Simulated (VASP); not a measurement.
# Sb (Fm-3m) in VASP: notebook

Runs on Sb. Level: LDA. Tasks: single point.

Program: VASP 6.6.1. These are calculated values, not measurements. Logs are shortened: lines on timing, memory, paths and dates and some standing lists are left out, and cuts for length are marked.

## 1. The cell of the first run

Symmetry: Fm-3m, No. 225, cubic system. The conventional cell has a = 4.526 Å, b = 4.526 Å, c = 4.526 Å, α = 90.00°, β = 90.00°, γ = 90.00°. Within 4.2 Å of Sb (site symmetry m-3m) lie 12 Sb at 3.20 Å.

## 2. Single point, LDA (volume scaled by 0.9)

Input file INCAR:

```
PREC = Accurate ; ENCUT = 520
EDIFF = 1E-6 ; ISMEAR = -1
SIGMA = 0.1 ; LREAL = F
LASPH = T ; NELM = 60
ALGO = Normal ; ISIF = 2
LWAVE = F ; LCHARG = T
LELF = T ; LVHAR = T
NBANDS = 8
```

Input file KPOINTS:

```
Automatic mesh
0
Gamma
  15 15 15
```

Input file POSCAR:

```
Sb
1.0
    0.0000000000      2.2630673256      2.2630673256
    2.2630673256      0.0000000000      2.2630673256
    2.2630673256      2.2630673256      0.0000000000
Sb
1
Direct
    0.0000000000      0.0000000000      0.0000000000
```

Potentials or basis: VASP PAW LDA potentials, release 64 (Sb).

On the command line:

```
$ cat potpaw_LDA.64/Sb/POTCAR > POTCAR
$ mpirun -np 1 vasp_std > vasp.out
```

OUTCAR:

```text
PREC = Accurate
   ENCUT = 520
   EDIFF = 1E-6
   ISMEAR = -1
   LREAL = F
   LASPH = T
   NELM = 60
   ISIF = 2

 ion  position               nearest neighbor table
   1  0.000  0.000  0.000-

  LATTYP: Found a face centered cubic cell.
 ALAT       =     4.5261346512

  Lattice vectors:

 A1 = (   0.0000000000,   2.2630673256,   2.2630673256)
 A2 = (   2.2630673256,   0.0000000000,   2.2630673256)
 A3 = (   2.2630673256,   2.2630673256,   0.0000000000)

Analysis of symmetry for initial positions (statically):
=====================================================================
 Subroutine PRICEL returns:
 Original cell was already a primitive cell.

 Routine SETGRP: Setting up the symmetry group for a
 face centered cubic supercell.

 Subroutine GETGRP returns: Found 48 space group operations
 (whereof 48 operations were pure point group operations)
 out of a pool of 48 trial point group operations.

The static configuration has the point symmetry O_h .

Analysis of symmetry for dynamics (positions and initial velocities):
=====================================================================
 Subroutine PRICEL returns:
 Original cell was already a primitive cell.

 Routine SETGRP: Setting up the symmetry group for a
 face centered cubic supercell.

 Subroutine GETGRP returns: Found 48 space group operations
 (whereof 48 operations were pure point group operations)
 out of a pool of 48 trial point group operations.

The dynamic configuration has the point symmetry O_h .

 Subroutine INISYM returns: Found 48 space group operations
 (whereof 48 operations are pure point group operations),
 and found     1 'primitive' translations

----------------------------------------------------------------------------------------

                                     Primitive cell

  volume of cell :      23.1805

  direct lattice vectors                    reciprocal lattice vectors
     0.000000000  2.263067326  2.263067326    -0.220939074  0.220939074  0.220939074
     2.263067326  0.000000000  2.263067326     0.220939074 -0.220939074  0.220939074
     2.263067326  2.263067326  0.000000000     0.220939074  0.220939074 -0.220939074

  length of vectors
     3.200460504  3.200460504  3.200460504     0.382677702  0.382677702  0.382677702

  position of ions in fractional coordinates (direct lattice)
     0.000000000  0.000000000  0.000000000

  ion indices of the primitive-cell ions
   primitive index   ion index
                 1           1
[... 67 lines left out ...]
   LNONCOLLINEAR =      F non collinear calculations
   LSORBIT =      F    spin-orbit coupling
   LASPH  =      T    aspherical Exc in radial PAW
   ENCUT  =  520.0 eV  38.22 Ry    6.18 a.u.   5.95  5.95  5.95*2*pi/ulx,y,z
   NELM   =     60;   NELMIN=  2; NELMDL= -5     # of ELM steps
   EDIFF  = 0.1E-05   stopping-criterion for ELM
   LREAL  =      F    real-space projection
   EDIFFG = 0.1E-04   stopping-criterion for IOM
   NSW    =      0    number of steps for IOM
   IBRION =     -1    ionic relax: 0-MD 1-quasi-New 2-CG
   NFREE  =      0    steps in history (QN), initial steepest desc. (CG)
   ISIF   =      2    stress and relaxation
   ISYM   =      2    0-nonsym 1-usesym 2-fastsym
   POTIM  = 0.5000    time-step for ionic-motion
   TEBEG  =    0.0;   TEEND  =   0.0 temperature during run
   PSTRESS=    0.0 pullay stress
   NELECT =       5.0000    total number of electrons
   NUPDOWN=      -1.0000    fix difference up-down
   EMIN   =  10.00;   EMAX   =-10.00  energy-range for DOS
   EFERMI =   0.00;   METHOD = LEGACY
   ISMEAR =    -1;   SIGMA  =   0.10  broadening in eV -4-tet -1-fermi 0-gaus
   EFERMI_NEDOS =   21; number of points for ismear=-14 and -15
   IALGO  =     38    algorithm
   IMIX   =      4    mixing-type and parameters
     AMIX     =   0.40;   BMIX     =  1.00
     AMIX_MAG =   1.60;   BMIX_MAG =  1.00
  volume/ion in A,a.u.               =      23.18       156.43
  Fermi-wavevector in a.u.,A,eV,Ry     =   0.981802  1.855337 13.115141  0.963936
  Thomas-Fermi vector in A             =   2.112837
   LORBIT       =      0    0 simple, 1 ext, 2 COOP (PROOUT), +10 PAW based schemes
   GGA     = CA    functional components
   LHFCALC =     F    Hartree Fock is set to
   AEXX    =    0.0000 exact exchange contribution
   IVDW    =     0    specifies the selected vdW correction
   LEPSILON=     F    determine dielectric tensor
   LRPA    =     F    only Hartree local field effects (RPA)
 non-spin polarized calculation
  energy-cutoff  :      520.00
  volume of cell :       23.18
 maximum number of plane-waves:       636
   NGX = 11   NGY = 11   NGZ = 11

 number of electron       5.0000000 magnetization

 Free energy of the ion-electron system (eV)
  ---------------------------------------------------
  ext. energy  EPLUGINS =         0.00000000
  ---------------------------------------------------
  free energy    TOTEN  =        -4.47445983 eV

  energy without entropy =       -4.45535956  energy(sigma->0) =       -4.46490970

 E-fermi :  10.5741     XC(G=0): -11.0274

 val. band max:       10.5390076531   @ k =   0.4667   0.4000   0.0667
 cond. band min:      10.5891535227   @ k =   0.4667   0.2667   0.0667
 fundamental gap:      0.0501458696
 Fermi energy:        10.5740881867

 k-point     1 :       0.0000    0.0000    0.0000
  band No.  band energies     occupation
      1      -3.6875      2.00000
      2      16.9195      0.00000
      3      16.9195      0.00000
      4      16.9195      0.00000
      5      20.7496      0.00000
      6      20.7496      0.00000
      7      20.7496      0.00000
      8      20.8035      0.00000
[... 243 lines left out ...]
 k-point    24 :       0.2000    0.1333    0.0000
  band No.  band energies     occupation
      1      -2.7805      2.00000
      2      13.0882      0.00000
      3      14.4348      0.00000
      4      15.1354      0.00000
      5      18.0914      0.00000
      6      19.8315      0.00000
      7      23.1476      0.00000
      8      23.6007      0.00000

 [... further k-points ...]
[... 5 lines left out ...]
  --------------------------------------------------------------------------------------
  -------------------------------------------------------------------------------------
  Total        1.3896186      1.3896186      1.3896186     -0.0000000     -0.0000000     -0.0000000
  in kB       96.0469953     96.0469953     96.0469953     -0.0000000     -0.0000000     -0.0000000
  external PRESSURE =      96.0469953 kB  Pullay stress =       0.0000000 kB

 VOLUME and BASIS-vectors are now :
 -----------------------------------------------------------------------------
  energy-cutoff  :      520.00
  volume of cell :       23.18
      direct lattice vectors                 reciprocal lattice vectors
     0.000000000  2.263067326  2.263067326    -0.220939074  0.220939074  0.220939074
     2.263067326  0.000000000  2.263067326     0.220939074 -0.220939074  0.220939074
     2.263067326  2.263067326  0.000000000     0.220939074  0.220939074 -0.220939074

 POSITION                                       TOTAL-FORCE (eV/Angst)
 -----------------------------------------------------------------------------------
      0.00000      0.00000      0.00000        -0.000000     -0.000000     -0.000000
 -----------------------------------------------------------------------------------
    total drift:                                0.000000      0.000000     -0.000000

  FREE ENERGIE OF THE ION-ELECTRON SYSTEM (eV)
  ---------------------------------------------------
  free  energy   TOTEN  =        -4.4744598329 eV

  energy  without entropy=       -4.4553595611  energy(sigma->0) =       -4.46490970
```

OSZICAR:

```text
N       E                     dE             d eps       ncg     rms          rms(c)
DAV:   1     0.463669411625E+01    0.46367E+01   -0.17496E+03  1944   0.416E+02
DAV:   2    -0.438923239740E+01   -0.90259E+01   -0.86495E+01  2736   0.554E+01
DAV:   3    -0.448275349205E+01   -0.93521E-01   -0.93245E-01  2280   0.628E+00
DAV:   4    -0.448301109458E+01   -0.25760E-03   -0.25760E-03  2944   0.399E-01
DAV:   5    -0.448301139241E+01   -0.29783E-06   -0.29736E-06  2504   0.959E-03    0.235E+00
DAV:   6    -0.447767215530E+01    0.53392E-02   -0.78035E-04  2680   0.125E-01    0.138E+00
DAV:   7    -0.447446778554E+01    0.32044E-02   -0.17129E-03  2128   0.185E-01    0.244E-02
DAV:   8    -0.447446027475E+01    0.75108E-05   -0.21469E-05  2968   0.361E-02    0.106E-02
DAV:   9    -0.447445983290E+01    0.44185E-06   -0.30020E-07  2368   0.350E-03
   1 F= -.44744598E+01 E0= -.44649097E+01  d E =-.191003E-01
```

Run time: 9.9 s. Hardware: 1 thread of Intel Xeon 6975P-C, shared host; peak memory 0.14 GiB.

Results:

* Free energy: -4.4745 eV
* Pressure: 9.6 GPa

Levels at points of the mesh, in eV from the Fermi level:
| k point | band 1 | band 2 | band 3 | band 4 | band 5 | band 6 | band 7 |
| --- | --- | --- | --- | --- | --- | --- | --- |
| (0.00, 0.00, 0.00) | -14.26 | 6.35 | 6.35 | 6.35 | 10.18 | 10.18 | 10.18 |

Caveat: the cell differs from its parent crystal (volume scaled by 0.9); spin-orbit coupling is left out, which moves the levels of the heavy elements.

## 3. Single point, LDA

This run uses another cell than the first one, of 25.76 Å³/atom, 1.111 times its volume.

Input file INCAR:

```
SYSTEM = Sb
PREC = Accurate ; ENCUT = 520
EDIFF = 1E-6 ; ISMEAR = -1
SIGMA = 0.1 ; LREAL = .False.
LASPH = .True. ; NELM = 100
ALGO = Normal ; ISIF = 2
LWAVE = .False. ; LCHARG = .False.
NBANDS = 8
```

Input file KPOINTS:

```
Automatic mesh
0
Gamma
  15 15 15
  0 0 0
```

Input file POSCAR:

```
Sb
1.0
    0.0000000000      2.3439587857      2.3439587857
    2.3439587857      0.0000000000      2.3439587857
    2.3439587857      2.3439587857      0.0000000000
Sb
1
Direct
    0.0000000000      0.0000000000      0.0000000000
```

Potentials or basis: VASP PAW LDA potentials, release 64 (Sb).

On the command line:

```
$ cat potpaw_LDA.64/Sb/POTCAR > POTCAR
$ mpirun -np 1 vasp_std > vasp.out
```

Run time: 16 s. Hardware: 1 thread of Intel Xeon 6975P-C, shared host; peak memory 0.15 GiB.

The run converged. Its results:

```yaml
Free_energy: -4.5454 eV
Pressure: 0.1 GPa
```

Levels at points of the mesh, in eV from the Fermi level:
| k point | band 1 | band 2 | band 3 | band 4 | band 5 | band 6 |
| --- | --- | --- | --- | --- | --- | --- |
| (0.00, 0.00, 0.00) | -13.32 | 5.53 | 5.53 | 5.53 | 9.87 | 9.87 |

Caveat: spin-orbit coupling is left out, which moves the levels of the heavy elements.
